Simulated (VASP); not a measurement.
A run of VASP 6.6.1:

INCAR

```
  PREC = Accurate
  ENCUT = 520
  EDIFF = 1E-6
  ISMEAR = -1
  SIGMA = 0.05
  LREAL = F
  LASPH = T
  NELM = 60
  ALGO = Normal
  ISIF = 2
  LWAVE = F
  LCHARG = F
  GGA = PE
  NBANDS = 21
```

KPOINTS

```
regular mesh
0
Gamma
  8 8 8
```

File POSCAR:

```
Pb
1.0
   -0.0687800011      3.4046100549      3.4046100549
    3.4046100549     -0.0687800011      3.4046100549
    3.4046100549      3.4046100549     -0.0687800011
Pb
2
Direct
    0.0000000000      0.0000000000      0.0000000000
    0.2500000000      0.2500000000      0.2500000000
```

Potentials or basis: VASP PAW PBE potentials, release 64 (Pb_d).

Run with:

```bash
$ cat potpaw_PBE.64/Pb_d/POTCAR > POTCAR
$ mpirun -np 1 vasp_std > vasp.out
```

Hardware: 1 thread of Intel(R) Xeon(R) 6975P-C (Granite Rapids), on a shared host.

How long does it take, and how much memory?

It took 50 s on 1 thread of Intel(R) Xeon(R) 6975P-C (Granite Rapids) (shared host), peak memory 0.25 GiB. Counts: scf iterations 12, k points 65.
